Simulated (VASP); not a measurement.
A run of VASP 6.6.1 is set up as follows.

Contents of INCAR:

```
SYSTEM = HPbNO4
ALGO = Normal
EDIFF = 1E-6
EDIFFG = -0.01
ENCUT = 600
GGA = PE
IBRION = 2
ISIF = 3
ISMEAR = -1
LASPH = .True.
LCHARG = .False.
LREAL = .False.
LWAVE = .False.
NELM = 60
NSW = 60
PREC = Accurate
PSTRESS = 20.0
SIGMA = 0.05
```

Contents of KPOINTS:

```
k-points
0
Gamma
  5 5 3
  0 0 0
```

POSCAR

```
HPbNO4
1.0
    4.2040700000      0.0000000000      0.0000000000
    2.0217200000      3.8395200000      0.0000000000
    2.0468600000      1.2790000000      6.2813200000
H Pb N O
1 1 1 4
Direct
    0.8914500000      0.6820200000      0.6279600000
    0.1442600000      0.9287200000      0.8835200000
    0.2567000000      0.2886100000      0.3017100000
    0.8310800000      0.6505600000      0.7840500000
    0.3869400000      0.2238000000      0.1129500000
    0.3110400000      0.0357600000      0.4585600000
    0.0772600000      0.6063300000      0.3227500000
```

Potentials or basis: VASP PAW PBE potentials, release 64 (H, Pb_d, N, O).

Run with:

```console
$ cat potpaw_PBE.64/H/POTCAR potpaw_PBE.64/Pb_d/POTCAR potpaw_PBE.64/N/POTCAR potpaw_PBE.64/O/POTCAR > POTCAR
$ mpirun -np 1 vasp_std > vasp.out
```

(1) Predict the relaxed volume.

(2) Predict the band gap on the k mesh.

(3) Estimate the space group after relaxing (to 0.1 Å).

## Answers

(1) 13.61 Å³/atom.

(2) 2.61 eV.

(3) P1 (No. 1).

Caveat: the cell is relaxed towards a set pressure, so the run minimises the enthalpy, not the energy; the standard files for N, O and F lose accuracy on very short bonds; spin-orbit coupling is left out, which moves the levels of the heavy elements.
